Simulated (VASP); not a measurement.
Wanted: the native input for a VASP 6.6.1 run.

- Task: relaxation of the atoms
- Functional: PBEsol
- Potentials or basis: VASP PAW PBE potentials, release 64 (Mg, O)
- Cutoff: 520 eV
- k mesh: 3 × 3 × 3
- Occupations: fermi-dirac, width 0.02 eV
- Spin: no spin polarisation
- Dipole correction: no
- Further INCAR settings: LREAL = Auto; ALGO = Normal; EDIFF = 1e-06; IBRION = 2; EDIFFG = -0.03; NSW = 80

The structure of Mg9O8 (a cell with a defect) lies in POSCAR:

```
Mg9O8
1.0
    0.0000000000      4.1515000000      4.1515000000
    4.1515000000      0.0000000000      4.1515000000
    4.1515000000      4.1515000000      0.0000000000
Mg O
9 8
Direct
    0.0000000000      0.0000000000      0.0000000000
    0.0000000000      0.0000000000      0.5000000000
    0.0000000000      0.5000000000      0.0000000000
    0.0000000000      0.5000000000      0.5000000000
    0.5000000000      0.0000000000      0.0000000000
    0.5000000000      0.0000000000      0.5000000000
    0.5000000000      0.5000000000      0.0000000000
    0.5000000000      0.5000000000      0.5000000000
   -0.1179444700      0.3632302300      0.8799280300
    0.2500000000      0.2500000000      0.2500000000
    0.2500000000      0.2500000000      0.7500000000
    0.2500000000      0.7500000000      0.2500000000
    0.2500000000      0.7500000000      0.7500000000
    0.7500000000      0.2500000000      0.2500000000
    0.7500000000      0.2500000000      0.7500000000
    0.7500000000      0.7500000000      0.2500000000
    0.7500000000      0.7500000000      0.7500000000
```

These files were run (other wordings do the same):

INCAR

```
SYSTEM = Mg9O8
  PREC = Accurate
  ENCUT = 520
  EDIFF = 1E-6
  ISMEAR = -1
  SIGMA = 0.02
  LREAL = Auto
  LASPH = .TRUE.
  NELM = 60
  ALGO = Normal
  ISIF = 2
  LWAVE = .FALSE.
  LCHARG = .FALSE.
  GGA = PS
  IBRION = 2
  NSW = 80
  EDIFFG = -0.03
```

KPOINTS

```
regular mesh
0
G
  3 3 3
  0 0 0
```

Potentials or basis: VASP PAW PBE potentials, release 64 (Mg, O).

Command:

```sh
$ cat potpaw_PBE.64/Mg/POTCAR potpaw_PBE.64/O/POTCAR > POTCAR
$ mpirun -np 1 vasp_std > vasp.out
```

Results of the run:

| Property | Result |
| --- | --- |
| Energy gained by relaxing | 368.7 meV/atom |
| Ionic steps | 13 |
| Pressure after relaxing | 50.1 GPa |
| Largest force after relaxing | 0.016 eV/Å |
| Band gap on the k mesh | zero (bands 33 and 34 overlap by 0.36 eV) |

Caveat: the k points lie up to 0.44 Å⁻¹ apart; the PAW data sets were made with another functional, which shifts forces and pressure a little.

It took 25 min on 1 thread of Intel(R) Xeon(R) Platinum 8488C (Sapphire Rapids), with other jobs on the host, peak memory 0.34 GiB.
